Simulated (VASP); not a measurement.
P:

```
P
1.0
    -2.53871    2.53871    4.27978
     2.53871   -2.53871    4.27978
     2.53871    2.53871   -4.27978
P
5
Direct
  0.00000 0.00000 0.00000
  0.99377 0.78778 0.20599
  0.21222 0.41822 0.20599
  0.21222 0.00623 0.79401
  0.58178 0.78778 0.79401
```

| Property | Result |
| --- | --- |
| Program | VASP 6.6.1 |
| Task | relaxation of cell and atoms |
| Functional | PBE |
| Potentials or basis | VASP PAW PBE potentials, release 64 (P) |
| Cutoff | 600 eV |
| k mesh | 6 × 6 × 6 |
| Occupations | gaussian, width 0.1 eV |
| Spin | no spin polarisation |

At the start: pressure 16.8 GPa; volume 22.07 Å³/atom.

**Question.** How do energy, volume and symmetry change on relaxing?

**Answer.** Over 6 steps the energy falls by 293.3 meV/atom and the volume is 28.35 Å³/atom (+28.5 %); space group I-4m2 (No. 119, to 0.05 Å).

Step by step:
| step | energy change (eV) | largest force (eV/Å) | pressure (GPa) | volume (Å³) |
| --- | --- | --- | --- | --- |
| 1 | 0.0000 | 1.9335 | 16.75 | 110.33 |
| 2 | -1.3814 | 0.1735 | -2.34 | 151.43 |
| 3 | -1.4603 | 0.1023 | 0.35 | 140.16 |
| 4 | -1.4613 | 0.1131 | 0.00 | 141.38 |
| 5 | -1.4652 | 0.0613 | -0.07 | 141.56 |
| 6 | -1.4666 | 0.0209 | -0.13 | 141.73 |

Final structure:
```xyz
5
Lattice="-2.7778 2.7778 4.5917 2.7778 -2.7778 4.5917 2.7778 2.7778 -4.5917" Properties=species:S:1:pos:R:3 pbc="T T T"
P     0.0000    0.0000    0.0000
P     2.7778   -1.5581    2.6212
P     1.2197    0.0000    1.9706
P     4.3360    0.0000    1.9706
P     2.7778    1.5581    2.6212
```

Caveat: the volume moved by over 15 % at a fixed basis, so the end points are rough.
